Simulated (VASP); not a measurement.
Wanted: the native input for a VASP 6.6.1 run.

* Task: single point
* Functional: PBE
* Potentials or basis: VASP PAW PBE potentials, release 64 (B, N)
* Cutoff: 520 eV
* k mesh: 13 × 13 × 13
* Occupations: fermi-dirac, width 0.01 eV
* Spin: no spin polarisation
* Dipole correction: no
* Further INCAR settings: ALGO = Normal; EDIFF = 1e-07; NBANDS = 11

The structure of BN (BN (F-43m)) lies in POSCAR:

```
BN
1.0
    0.0000000000      1.8120551918      1.8120551918
    1.8120551918      0.0000000000      1.8120551918
    1.8120551918      1.8120551918      0.0000000000
B N
1 1
Direct
    0.0000000000      0.0000000000      0.0000000000
    0.2500000000      0.2500000000      0.2500000000
```

One way to write it, as run:

INCAR

```
  ALGO = Normal
  EDIFF = 1E-7
  ENCUT = 520
  GGA = PE
  ISIF = 2
  ISMEAR = -1
  LASPH = True
  LCHARG = True
  LELF = True
  LREAL = False
  LVHAR = True
  LWAVE = False
  NBANDS = 11
  NELM = 100
  PREC = Accurate
  SIGMA = 0.01
```

KPOINTS

```
k-points
0
Gamma
  13 13 13
```

Potentials or basis: VASP PAW PBE potentials, release 64 (B, N).

Launch:

```sh
$ cat potpaw_PBE.64/B/POTCAR potpaw_PBE.64/N/POTCAR > POTCAR
$ mpirun -np 1 vasp_std > vasp.out
```

Results of the run:

* Pressure: 0.4 GPa
* Band gap on the k mesh: 4.53 eV, indirect (least direct gap 8.78 eV)

Wall time 11 s on 1 thread of AMD EPYC 9R45 (Zen 5) (shared host), peak memory 0.09 GiB.
